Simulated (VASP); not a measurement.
Input of a VASP 6.6.1 run:

Contents of INCAR:

```
PREC = Accurate
ENCUT = 520
EDIFF = 1E-7
ISMEAR = -1
SIGMA = 0.06122561905347299
LREAL = F
LASPH = T
NELM = 60
ALGO = Normal
ISIF = 2
LWAVE = F
LCHARG = F
GGA = PE
NBANDS = 53
```

File KPOINTS:

```
regular mesh
0
Gamma
  7 7 7
```

POSCAR

```
Hg2O3
1.0
    5.3085793223      0.0000000000      0.0000000000
    0.0000000000      5.3085793223      0.0000000000
    0.0000000000      0.0000000000      5.3085793223
Hg O
4 6
Direct
    0.2500000000      0.2500000000      0.2500000000
    0.7500000000      0.7500000000      0.2500000000
    0.7500000000      0.2500000000      0.7500000000
    0.2500000000      0.7500000000      0.7500000000
    0.5000000000      0.0000000000      0.0000000000
    0.0000000000      0.5000000000      0.0000000000
    0.0000000000      0.0000000000      0.5000000000
    0.5000000000      0.5000000000      0.0000000000
    0.5000000000      0.0000000000      0.5000000000
    0.0000000000      0.5000000000      0.5000000000
```

Potentials or basis: VASP PAW PBE potentials, release 64 (Hg, O).

Launch:

```bash
$ cat potpaw_PBE.64/Hg/POTCAR potpaw_PBE.64/O/POTCAR > POTCAR
$ mpirun -np 1 vasp_std > vasp.out
```

Predict the pressure.

3.5 GPa.

What does it give for the band gap on the k mesh?

Zero (bands 42 and 43 overlap by 0.10 eV).

Caveat: the cell stands under pressure; semilocal functionals underestimate gaps, so a narrow gap can read as zero; spin-orbit coupling is left out, which moves the levels of the heavy elements.
